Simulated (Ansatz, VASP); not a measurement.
# CoSi2: VASP beside Ansatz

File INCAR:

```
SYSTEM = CoSi2
  PREC = Accurate
  ENCUT = 520
  EDIFF = 1E-6
  ISMEAR = 0
  SIGMA = 0.15
  LREAL = .FALSE.
  LASPH = .TRUE.
  NELM = 100
  ALGO = Normal
  ISIF = 2
  LWAVE = .FALSE.
  LCHARG = .FALSE.
  GGA = PS
  NBANDS = 16
```

Contents of KPOINTS:

```
Automatic mesh
0
G
  16 16 16
  0 0 0
```

The input POSCAR:

```
CoSi2
1.0
    0.0000000000      2.6562539604      2.6562539604
    2.6562539604      0.0000000000      2.6562539604
    2.6562539604      2.6562539604      0.0000000000
Co Si
1 2
Direct
    0.0000000000      0.0000000000     -0.0095146128
    0.2500000000      0.2500000000      0.2599826691
    0.7500000000      0.7500000000      0.7599826691
```

Input for Ansatz:

```yaml
crystal:
  lattice:
    - [0.0, 2.6562539604, 2.6562539604]
    - [2.6562539604, 0.0, 2.6562539604]
    - [2.6562539604, 2.6562539604, 0.0]
  atoms:
    - { symbol: Co, position: [0.0, 0.0, -0.0095146128] }
    - { symbol: Si, position: [0.25, 0.25, 0.2599826691] }
    - { symbol: Si, position: [0.75, 0.75, 0.7599826691] }
basis:
  ecutwfc: 420
kpoints:
  mp_grid: { grid: [16, 16, 16] }
hamiltonian:
  xc: pbesol
scf:
  occupations: { method: gaussian, width: 0.15 }
output:
  forces: true
  stress: true
  eigenvalues: true
```

Change from the starting cell: mode 7 (343.1 1/cm) frozen in, largest displacement +0.037 Å.

Alike in both runs: task single point; functional PBEsol; k mesh 16 × 16 × 16; occupations gaussian, width 0.15 eV; no spin polarisation.

|  | VASP | Ansatz |
| --- | --- | --- |
| version | VASP 6.6.1 | Ansatz 0.2.0 |
| potentials or method | VASP PAW PBE potentials, release 64 (Co, Si), cutoff 520 eV | scalar-relativistic, plane waves, PAW |
| valence electrons in the cell | 17 | 25 |

```csv
,VASP,Ansatz,Ansatz less VASP
gap on the k mesh at the Fermi level (eV),none,none,-
pressure (GPa),0.5,0.4,-0.04
"traceless stress, the component that is largest in VASP (GPa)",0.51,0.50,-0.009
rms of the force components (eV/Å),0.381,0.376,-0.0050
```

VASP's potentials were made for PBE, not for PBEsol. Atom by atom the forces differ by 0.005 eV/Å (rms over components). A gap of «none» marks a metal or a gap that the smearing closes. VASP's potentials hold 17 valence electrons a cell and Ansatz's 25, so a difference there can come from the potentials and not from the codes.
